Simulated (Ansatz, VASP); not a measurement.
# Two plane-wave programs on Cu

```
Cu
1.0
     0.00000    1.82500    1.82500
     1.82500    0.00000    1.82500
     1.82500    1.82500    0.00000
Cu
1
Direct
  0.00000 0.00000 0.00000
```

Alike in both runs: task relaxation of cell and atoms; functional LDA; k mesh 10 × 10 × 10; occupations gaussian, width 0.1 eV; no spin polarisation.

|  | VASP | Ansatz |
| --- | --- | --- |
| version | VASP 6.6.1 | Ansatz 0.2.0 |
| potentials or method | VASP PAW LDA potentials, release 64 (Cu_sv_GW), cutoff 700 eV | scalar-relativistic, plane waves, PAW |
| valence electrons in the cell | 19 | 19 |

|  | VASP | Ansatz | Ansatz less VASP |
| --- | --- | --- | --- |
| gap on the k mesh at the Fermi level, each at its own relaxed structure (eV) | none | none | - |
| relaxed volume (Å³/atom) | 10.75 | 10.90 | +0.148 |
| relaxed cell length with the largest relative difference (Å) | 2.477 | 2.489 | +0.0113 |

Ansatz warns that its potentials were made for another functional, while VASP's fit it. LDA's correlation is that of Perdew and Zunger in VASP and of Perdew and Wang (1992) in Ansatz. A gap of «none» marks a metal or a gap that the smearing closes.
